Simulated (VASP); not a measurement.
# SiS2 (Ibam) in VASP: single point with r2SCAN

Aim: the single point of SiS2 with r2SCAN.

Program: VASP 6.6.1. These are calculated values, not measurements. Logs are shortened: lines on timing, memory, paths and dates and some standing lists are left out, and cuts for length are marked.

### 1 The cell of the first run

The structure is orthorhombic, space group Ibam (No. 72). Conventional cell: a = 5.793 Å, b = 9.907 Å, c = 5.546 Å, α = 90.00°, β = 90.00°, γ = 90.00°. Si (site symmetry 222) has 4 S at 2.13 Å and 2 Si at 2.77 Å within 2.8 Å. S (site symmetry m) has 2 Si at 2.13 Å within 2.8 Å.

### 2 Single point, r2SCAN

Input file POSCAR:

```
SiS2
1.0
   -2.8965931400      4.9532792100      2.7730168500
    2.8965931400     -4.9532792100      2.7730168500
    2.8965931400      4.9532792100     -2.7730168500
Si S
2 4
Direct
    0.7500000000      0.7500000000      0.0000000000
    0.2500000000      0.2500000000      0.0000000000
    0.1146980300      0.1998981400      0.3145961700
    0.8853019700      0.8001018600      0.6854038300
    0.6146980300      0.3001018600      0.9147998900
    0.3853019700      0.6998981400      0.0852001100
```

Input file INCAR.step1:

```
  ALGO = Normal
  EDIFF = 1E-5
  ENCUT = 550
  GGA = PE
  GGA_COMPAT = False
  ISMEAR = -1
  LASPH = True
  LCHARG = False
  LREAL = False
  LWAVE = True
  NBANDS = 25
  NELM = 120
  PREC = Accurate
  SIGMA = 0.02
```

Input file INCAR.step2:

```
  ALGO = Normal
  EDIFF = 1E-6
  ENCUT = 550
  GGA_COMPAT = False
  ISIF = 2
  ISMEAR = -1
  ISTART = 1
  LASPH = True
  LCHARG = True
  LELF = True
  LMIXTAU = True
  LREAL = False
  LVHAR = True
  LWAVE = False
  METAGGA = R2SCAN
  NBANDS = 25
  NELM = 120
  PREC = Accurate
  SIGMA = 0.02
```

Input file KPOINTS:

```
k-points
0
Gamma
  8 8 8
```

Potentials or basis: VASP PAW PBE potentials, release 64 (Si, S).

Command:

```
> cat potpaw_PBE.64/Si/POTCAR potpaw_PBE.64/S/POTCAR > POTCAR
> cp INCAR.step1 INCAR
> mpirun -np 1 vasp_std > vasp.out
> cp INCAR.step2 INCAR
> mpirun -np 1 vasp_std > vasp.out
```

OUTCAR:

```text
EDIFF = 1E-6
   ENCUT = 550
   ISIF = 2
   ISMEAR = -1
   ISTART = 1
   LASPH = True
   LREAL = False
   METAGGA = R2SCAN
   NELM = 120
   PREC = Accurate

 ion  position               nearest neighbor table
   1  0.750  0.750  0.000-   3 2.13   4 2.13   5 2.13   6 2.13   2 2.77   2 2.77
   2  0.250  0.250  0.000-   3 2.13   4 2.13   5 2.13   6 2.13   1 2.77   1 2.77
   3  0.115  0.200  0.315-   1 2.13   2 2.13
   4  0.885  0.800  0.685-   1 2.13   2 2.13
   5  0.615  0.300  0.915-   1 2.13   2 2.13
   6  0.385  0.700  0.085-   1 2.13   2 2.13

  LATTYP: Found a body centered orthorhombic cell.
 ALAT       =     5.5460337000
 B/A-ratio  =     1.0445638439
 C/A-ratio  =     1.7862420165

  Lattice vectors:

 A1 = (   2.8965931400,   4.9532792100,  -2.7730168500)
 A2 = (  -2.8965931400,   4.9532792100,   2.7730168500)
 A3 = (   2.8965931400,  -4.9532792100,   2.7730168500)

Analysis of symmetry for initial positions (statically):
=====================================================================
 Subroutine PRICEL returns:
 Original cell was already a primitive cell.

 Routine SETGRP: Setting up the symmetry group for a
 body centered orthorhombic supercell.

 Subroutine GETGRP returns: Found  8 space group operations
 (whereof  4 operations were pure point group operations)
 out of a pool of  8 trial point group operations.

The static configuration has the point symmetry C_2h.
 The point group associated with its full space group is D_2h.

Analysis of symmetry for dynamics (positions and initial velocities):
=====================================================================
 Subroutine PRICEL returns:
 Original cell was already a primitive cell.

 Routine SETGRP: Setting up the symmetry group for a
 body centered orthorhombic supercell.

 Subroutine GETGRP returns: Found  8 space group operations
 (whereof  4 operations were pure point group operations)
 out of a pool of  8 trial point group operations.

The dynamic configuration has the point symmetry C_2h.
 The point group associated with its full space group is D_2h.

 Subroutine INISYM returns: Found  8 space group operations
 (whereof  4 operations are pure point group operations),
 and found     1 'primitive' translations

----------------------------------------------------------------------------------------

                                     Primitive cell

  volume of cell :     159.1449

  direct lattice vectors                    reciprocal lattice vectors
    -2.896593140  4.953279210  2.773016850     0.000000000  0.100943229  0.180309038
     2.896593140 -4.953279210  2.773016850     0.172616579  0.000000000  0.180309038
     2.896593140  4.953279210 -2.773016850     0.172616579  0.100943229  0.000000000

  length of vectors
     6.372978048  6.372978048  6.372978048     0.206641924  0.249615369  0.199965045

  position of ions in fractional coordinates (direct lattice)
     0.750000000  0.750000000  0.000000000
     0.250000000  0.250000000  0.000000000
     0.114698030  0.199898140  0.314596170
     0.885301970  0.800101860  0.685403830
     0.614698030  0.300101860  0.914799890
     0.385301970  0.699898140  0.085200110

  ion indices of the primitive-cell ions
   primitive index   ion index
                 1           1
                 2           2
                 3           3
                 4           4
                 5           5
                 6           6

----------------------------------------------------------------------------------------

 KPOINTS: k-points

Automatic generation of k-mesh.
 Grid dimensions read from file:
 generate k-points for:    8    8    8

 Generating k-lattice:

  Cartesian coordinates                     Fractional coordinates (reciprocal lattice)
     0.000000000  0.012617904  0.022538630     0.125000000  0.000000000  0.000000000
     0.021577072  0.000000000  0.022538630     0.000000000  0.125000000  0.000000000
     0.021577072  0.012617904  0.000000000     0.000000000  0.000000000  0.125000000

  Length of vectors
     0.025830240  0.031201921  0.024995631

  Shift w.r.t. Gamma in fractional coordinates (k-lattice)
     0.000000000  0.000000000  0.000000000

 Subroutine IBZKPT returns following result:
 ===========================================

 Found     95 irreducible k-points:

 Following reciprocal coordinates:
            Coordinates               Weight
  0.000000  0.000000  0.000000      1.000000
  0.125000  0.000000  0.000000      4.000000
  0.250000  0.000000  0.000000      4.000000
  0.375000  0.000000  0.000000      4.000000
  0.500000  0.000000  0.000000      2.000000
  0.000000  0.125000  0.000000      4.000000
[... 16 lines left out ...]
  0.125000  0.375000  0.000000      8.000000
  0.250000  0.375000  0.000000      8.000000
 [... further k-points ...]
   k-points           NKPTS =     95   k-points in BZ     NKDIM =     95   number of bands    NBANDS=     25
   number of dos      NEDOS =    301   number of ions     NIONS =      6
   total plane-waves  NPLWV = 125000
   dimension x,y,z NGX =    50 NGY =   50 NGZ =   50
   dimension x,y,z NGXF=   100 NGYF=  100 NGZF=  100
   ions per type =               2   4
   NGX,Y,Z   is equivalent  to a cutoff of  13.04, 13.04, 13.04 a.u.
   NGXF,Y,Z  is equivalent  to a cutoff of  26.09, 26.09, 26.09 a.u.
 SYSTEM =  unknown system
   PREC   = accura    normal or accurate (medium, high low for compatibility)
   ISTART =      1    job   : 0-new  1-cont  2-samecut
   ICHARG =      0    charge: 1-file 2-atom 10-const
   ISPIN  =      1    spin polarized calculation?
   LNONCOLLINEAR =      F non collinear calculations
   LSORBIT =      F    spin-orbit coupling
   LASPH  =      T    aspherical Exc in radial PAW
   ENCUT  =  550.0 eV  40.42 Ry    6.36 a.u.  12.19 12.19 12.19*2*pi/ulx,y,z
   NELM   =    120;   NELMIN=  2; NELMDL=  0     # of ELM steps
   EDIFF  = 0.1E-05   stopping-criterion for ELM
   LREAL  =      F    real-space projection
   EDIFFG = 0.1E-04   stopping-criterion for IOM
   NSW    =      0    number of steps for IOM
   IBRION =     -1    ionic relax: 0-MD 1-quasi-New 2-CG
   NFREE  =      0    steps in history (QN), initial steepest desc. (CG)
   ISIF   =      2    stress and relaxation
   ISYM   =      2    0-nonsym 1-usesym 2-fastsym
   POTIM  = 0.5000    time-step for ionic-motion
   TEBEG  =    0.0;   TEEND  =   0.0 temperature during run
   PSTRESS=    0.0 pullay stress
   NELECT =      32.0000    total number of electrons
   NUPDOWN=      -1.0000    fix difference up-down
   EMIN   =  10.00;   EMAX   =-10.00  energy-range for DOS
   EFERMI =   0.00;   METHOD = LEGACY
   ISMEAR =    -1;   SIGMA  =   0.02  broadening in eV -4-tet -1-fermi 0-gaus
   EFERMI_NEDOS =   21; number of points for ismear=-14 and -15
   IALGO  =     38    algorithm
   IMIX   =      4    mixing-type and parameters
     AMIX     =   0.40;   BMIX     =  1.00
     AMIX_MAG =   1.60;   BMIX_MAG =  1.00
  volume/ion in A,a.u.               =      26.52       178.99
  Fermi-wavevector in a.u.,A,eV,Ry     =   0.959093  1.812422 12.515437  0.919859
  Thomas-Fermi vector in A             =   2.088258
   LORBIT       =      0    0 simple, 1 ext, 2 COOP (PROOUT), +10 PAW based schemes
   METAGGA = R2SCAN    functional components
   LHFCALC =     F    Hartree Fock is set to
   AEXX    =    0.0000 exact exchange contribution
   IVDW    =     0    specifies the selected vdW correction
   LEPSILON=     F    determine dielectric tensor
   LRPA    =     F    only Hartree local field effects (RPA)
 non-spin polarized calculation
  energy-cutoff  :      550.00
  volume of cell :      159.14
 maximum number of plane-waves:      4684
 NGX is ok and might be reduce to    50
   NGX = 25   NGY = 25   NGZ = 25

 number of electron      32.0000001 magnetization

 Free energy of the ion-electron system (eV)
  ---------------------------------------------------
  ext. energy  EPLUGINS =         0.00000000
  ---------------------------------------------------
  free energy    TOTEN  =       -54.17807340 eV

  energy without entropy =      -54.17807340  energy(sigma->0) =      -54.17807340

 E-fermi :   1.6964     XC(G=0):  -8.2929

 val. band max:        1.2276747506   @ k =  -0.2500   0.2500   0.2500
 cond. band min:       4.5488600692   @ k =  -0.3750  -0.3750   0.3750
 fundamental gap:      3.3211853186
 Fermi energy:         1.6963979791

 k-point     1 :       0.0000    0.0000    0.0000
  band No.  band energies     occupation
      1     -13.9616      2.00000
      2     -11.8239      2.00000
      3     -11.2187      2.00000
      4     -11.1183      2.00000
      5      -6.5065      2.00000
      6      -4.7656      2.00000
[... 17 lines left out ...]
     24       8.6326      0.00000
     25       8.9845      0.00000

 k-point     2 :       0.1250    0.0000    0.0000
  band No.  band energies     occupation
      1     -13.9016      2.00000
      2     -11.9440      2.00000
      3     -11.2223      2.00000
      4     -11.1298      2.00000
      5      -6.3549      2.00000
      6      -4.7394      2.00000
[... 17 lines left out ...]
     24       8.3510      0.00000
     25       8.6643      0.00000

 k-point     3 :       0.2500    0.0000    0.0000
  band No.  band energies     occupation
      1     -13.7252      2.00000
      2     -12.2561      2.00000
      3     -11.2293      2.00000
      4     -11.1589      2.00000
      5      -5.9547      2.00000
      6      -4.7000      2.00000
[... 17 lines left out ...]
     24       8.4096      0.00000
     25       8.9822      0.00000

 k-point     4 :       0.3750    0.0000    0.0000
  band No.  band energies     occupation
      1     -13.4434      2.00000
      2     -12.6624      2.00000
      3     -11.2309      2.00000
      4     -11.1930      2.00000
      5      -5.4387      2.00000
      6      -4.7467      2.00000
[... 17 lines left out ...]
     24       8.2202      0.00000
     25       9.2078      0.00000
[... 477 lines left out ...]
 k-point    22 :       0.0000    0.3750    0.0000
  band No.  band energies     occupation
      1     -13.4168      2.00000
      2     -12.6425      2.00000
      3     -11.2786      2.00000
      4     -11.2144      2.00000
      5      -5.4843      2.00000
      6      -4.7623      2.00000
[... 17 lines left out ...]
     24       8.1395      0.00000
     25       9.3150      0.00000

 k-point    23 :       0.1250    0.3750    0.0000
  band No.  band energies     occupation
      1     -13.0691      2.00000
      2     -13.0367      2.00000
      3     -11.2735      2.00000
      4     -11.2353      2.00000
      5      -5.0541      2.00000
      6      -5.0171      2.00000
[... 17 lines left out ...]
     24       8.0967      0.00000
     25       9.4680      0.00000

 k-point    24 :       0.2500    0.3750    0.0000
  band No.  band energies     occupation
      1     -13.3828      2.00000
      2     -12.6662      2.00000
      3     -11.2851      2.00000
      4     -11.2465      2.00000
      5      -5.4402      2.00000
      6      -4.7144      2.00000
[... 17 lines left out ...]
     24       8.2788      0.00000
     25       9.6538      0.00000

 [... further k-points ...]
[... 5 lines left out ...]
  --------------------------------------------------------------------------------------
  -------------------------------------------------------------------------------------
  Total       -0.1832248     -0.1814875     -0.2472145     -0.0000000      0.0000000      0.0000000
  in kB       -1.8445997     -1.8271094     -2.4888096     -0.0000000      0.0000000      0.0000000
  external PRESSURE =      -2.0535062 kB  Pullay stress =       0.0000000 kB

 VOLUME and BASIS-vectors are now :
 -----------------------------------------------------------------------------
  energy-cutoff  :      550.00
  volume of cell :      159.14
      direct lattice vectors                 reciprocal lattice vectors
    -2.896593140  4.953279210  2.773016850     0.000000000  0.100943229  0.180309038
     2.896593140 -4.953279210  2.773016850     0.172616579  0.000000000  0.180309038
     2.896593140  4.953279210 -2.773016850     0.172616579  0.100943229  0.000000000

 POSITION                                       TOTAL-FORCE (eV/Angst)
 -----------------------------------------------------------------------------------
      0.00000      0.00000      4.15953         0.000000      0.000000      0.000000
      0.00000      0.00000      1.38651        -0.000000      0.000000      0.000000
      1.15805      1.13626      0.00000        -0.037077     -0.037617     -0.000000
      1.73855      3.81702      2.77302         0.037077      0.037617      0.000000
      1.73855      6.08954      0.00000         0.037077     -0.037617      0.000000
      1.15805     -1.13626      2.77302        -0.037077      0.037617     -0.000000
 -----------------------------------------------------------------------------------
    total drift:                                0.000000     -0.000000      0.000000

  FREE ENERGIE OF THE ION-ELECTRON SYSTEM (eV)
  ---------------------------------------------------
  free  energy   TOTEN  =       -54.1780734009 eV

  energy  without entropy=      -54.1780734009  energy(sigma->0) =      -54.17807340
```

Wall time 25 min (1 thread of AMD EPYC 9R45 (Zen 5), shared host); peak memory 0.53 GiB.

Results:

| Quantity | Value |
| --- | --- |
| Free energy | -54.1781 eV |
| Pressure | -0.2 GPa |
| Largest force | 0.053 eV/Å |
| Band gap on the k mesh | 3.32 eV (least direct gap 3.62 eV) |

Forces in eV/Å, atoms in the order of the input:
```
Si   0.000  0.000  0.000
Si   0.000  0.000  0.000
S   -0.037 -0.038  0.000
S    0.037  0.038  0.000
S    0.037 -0.038  0.000
S   -0.037  0.038  0.000
```

Levels at points of the mesh, in eV from the valence-band top:
```csv
k point,band 13,band 14,band 15,band 16,band 17,band 18,band 19,band 20
"(0.00, 0.00, 0.00)",-1.69,-0.91,-0.83,-0.38,4.14,4.56,4.59,5.91
"(0.50, 0.00, 0.00)",-1.18,-1.18,-0.73,-0.73,3.89,3.89,5.48,5.48
"(0.00, 0.50, 0.00)",-0.92,-0.92,-0.71,-0.71,3.84,3.84,5.22,5.22
"(0.50, 0.50, 0.00)",-1.89,-1.41,-1.08,-0.02,4.48,5.12,5.36,5.38
"(0.50, 0.50, 0.50)",-1.97,-1.95,-1.42,-0.17,3.45,4.54,4.84,5.48
```

Caveat: the PAW data sets were made with another functional, which shifts forces and pressure a little.
